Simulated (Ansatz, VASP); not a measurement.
# One calculation of LiH, two programs

```
Li H
1.0
     2.50712    0.00000    0.00000
     0.00000    2.50712    0.00000
     0.00000    0.00000    2.50712
Li H
1 1
Cartesian
  0.0000 0.0000 0.0000
  1.2536 1.2536 1.2536
```

Change from the starting cell: species swapped into the AlRu type (Pm-3m, No. 221).

Alike in both runs: functional PBE; k mesh 10 × 10 × 10; occupations gaussian, width 0.02 eV; no spin polarisation.

Ansatz relaxed the structure, and its values are those at the end. VASP's run is a single point on that final structure, the one shown.

```csv
,VASP,Ansatz
version,VASP 6.6.1,Ansatz 0.2.0
potentials or method,"VASP PAW PBE potentials, release 64 (Li_sv, H), cutoff 520 eV","scalar-relativistic, plane waves, PAW"
valence electrons in the cell,4,4
```

Ansatz gave:

| Property | Result |
| --- | --- |
| gap on the k mesh at the Fermi level (eV) | 0.71 |
| least direct gap on the mesh (eV) | 4.21 |

Task: Which values does VASP return?

Result: gap on the k mesh at the Fermi level (eV): 0.73; least direct gap on the mesh (eV): 4.21.

Noted on VASP's run: the cutoff is short for stress, so the pressure is rough.
